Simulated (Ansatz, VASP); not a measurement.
One calculation of Zr2BiN2, two programs

```xyz
5
Lattice="4.5121 0.0000 0.0000 -2.2561 3.9076 0.0000 0.0000 0.0000 5.8743" Properties=species:S:1:pos:R:3 pbc="T T T"
Zr    2.2561    1.3025    0.0000
Zr    0.0000    0.0000    0.0000
Bi    0.0000    0.0000    2.9372
N     0.0000    2.6051    0.6515
N     0.0000    2.6051    5.2228
```

Change from the starting cell: species swapped into the La2Cu2I type (P-6m2, No. 187).

Alike in both runs: functional PBE; k mesh 6 × 6 × 2; occupations gaussian, width 0.1 eV; no spin polarisation.

Ansatz relaxed the structure, and its values are those at the end. VASP's run is a single point on that final structure, the one shown.

|  | VASP | Ansatz |
| --- | --- | --- |
| version | VASP 6.6.1 | Ansatz 0.2.0 |
| potentials or method | VASP PAW PBE potentials, release 64 (Zr_sv, Bi_d, N_h), cutoff 910 eV | scalar-relativistic, plane waves, PAW |
| valence electrons in the cell | 49 | 49 |

VASP gave:

| Quantity | Value |
| --- | --- |
| gap on the k mesh at the Fermi level (eV) | none |
| rms of the force components (eV/Å) | 0.004 |

Task: Estimate Ansatz's values.

Result: gap on the k mesh at the Fermi level (eV): none; rms of the force components (eV/Å): 0.007.

A gap of «none» marks a metal or a gap that the smearing closes.

The k mesh is coarse, so the values compare programs but aren't converged. Neither program's run includes spin-orbit coupling. Noted on VASP's run: the cutoff is short for stress, so the pressure is rough.
